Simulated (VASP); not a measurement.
A run of VASP 6.6.1 is set up as follows.

The input INCAR:

```
SYSTEM = MgO
PREC = Accurate
ENCUT = 600
EDIFF = 1E-6
ISMEAR = 0
SIGMA = 0.02
LREAL = .FALSE.
LASPH = .TRUE.
NELM = 120
ALGO = Normal
ISIF = 2
LWAVE = .FALSE.
LCHARG = .FALSE.
GGA = PE
NBANDS = 11
GGA_COMPAT = .FALSE.
```

Contents of KPOINTS:

```
regular mesh
0
G
  9 9 9
  0 0 0
```

POSCAR

```
MgO
1.0
    0.0000000000      2.1130000000      2.1130000000
    2.1130000000      0.0000000000      2.1130000000
    2.1130000000      2.1130000000      0.0000000000
Mg O
1 1
Direct
    0.0000000000      0.0000000000      0.0000000000
    0.5000000000      0.5000000000      0.5000000000
```

Potentials or basis: VASP PAW PBE potentials, release 64 (Mg, O).

Launch:

```sh
$ cat potpaw_PBE.64/Mg/POTCAR potpaw_PBE.64/O/POTCAR > POTCAR
$ mpirun -np 1 vasp_std > vasp.out
```

(1) Estimate the pressure.

(2) Estimate the band gap on the k mesh.

## Answers

(1) 2.1 GPa.

(2) 4.63 eV, direct.

**Measured values to compare with.**

“Electronic structure of alkaline earth and post-transition metal oxides”, 2009, arxiv:0908.1581 quotes, for a bulk crystal of MgO: band gap 7.83 eV.

A measured gap of MgO is 7.83 eV (quoted in “Electronic structure of alkaline earth and post-transition metal oxides”, 2009, arxiv:0908.1581); the calculated 4.63 eV misses it by -3.20 eV. The value is that of PBE, without temperature or zero-point motion. Semilocal functionals fall short of measured gaps as a rule.
